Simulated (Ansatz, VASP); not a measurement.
Two plane-wave programs on MgO

The input POSCAR:

```
MgO
1.0
    2.1072534711      2.1072534711      0.0000000000
   -2.1072534711      2.1072534711      0.0000000000
    0.0000000000      0.0000000000      4.1623578852
Mg O
2 2
Direct
    0.0000000000      0.0000000000      0.0000000000
    0.5000000000      0.5000000000      0.5000000000
    0.5000000000      0.5000000000      0.0000000000
    0.0000000000      0.0000000000      0.5000000000
```

Contents of INCAR.step1:

```
ALGO = Normal
EDIFF = 1E-4
ENCUT = 520
GGA = PE
ISMEAR = 0
LASPH = T
LCHARG = F
LREAL = F
LWAVE = T
NBANDS = 16
NELM = 100
PREC = Accurate
SIGMA = 0.02
```

Contents of INCAR.step2:

```
ALGO = Normal
EDIFF = 1E-6
ENCUT = 520
ISIF = 2
ISMEAR = 0
ISTART = 1
LASPH = T
LCHARG = F
LMIXTAU = T
LREAL = F
LWAVE = F
METAGGA = R2SCAN
NBANDS = 16
NELM = 100
PREC = Accurate
SIGMA = 0.02
```

File KPOINTS:

```
k-points
0
Gamma
  8 8 6
```

Input for Ansatz:

```yaml
crystal:
  lattice:
    - [2.1072534711, 2.1072534711, 0.0]
    - [-2.1072534711, 2.1072534711, 0.0]
    - [0.0, 0.0, 4.1623578852]
  atoms:
    - { symbol: Mg, position: [0.0, 0.0, 0.0] }
    - { symbol: Mg, position: [0.5, 0.5, 0.5] }
    - { symbol: O, position: [0.5, 0.5, 0.0] }
    - { symbol: O, position: [0.0, 0.0, 0.5] }
basis:
  ecutwfc: 500
kpoints:
  mp_grid: { grid: [8, 8, 6] }
  band_path: { path: [VBM, CBM], npoints: 2 }
hamiltonian:
  xc: r2scan
scf:
  occupations: { method: gaussian, width: 0.02 }
output:
  forces: true
  stress: true
  eigenvalues: true
checkpoint:
  read: start.run
  write: ck
  compress: false
  write_wavefunctions: false
  write_every: 100000
```

Alike in both runs: task single point; functional r2SCAN; k mesh 8 × 8 × 6; occupations gaussian, width 0.02 eV; no spin polarisation.

```csv
,VASP,Ansatz
version,VASP 6.6.1,Ansatz 0.2.0
potentials or method,"VASP PAW PBE potentials, release 64 (Mg, O), cutoff 520 eV","scalar-relativistic, plane waves, PAW"
valence electrons in the cell,16,32
```

```csv
,VASP,Ansatz,Ansatz less VASP
gap on the k mesh at the Fermi level (eV),5.70,5.73,+0.025
least direct gap on the mesh (eV),5.70,5.73,+0.025
pressure (GPa),-0.2,0.9,+1.15
"traceless stress, the component that is largest in VASP (GPa)",1.86,1.89,+0.031
```

VASP's potentials were made for PBE, not for r2SCAN. VASP's potentials hold 16 valence electrons a cell and Ansatz's 32, so a difference there can come from the potentials and not from the codes.
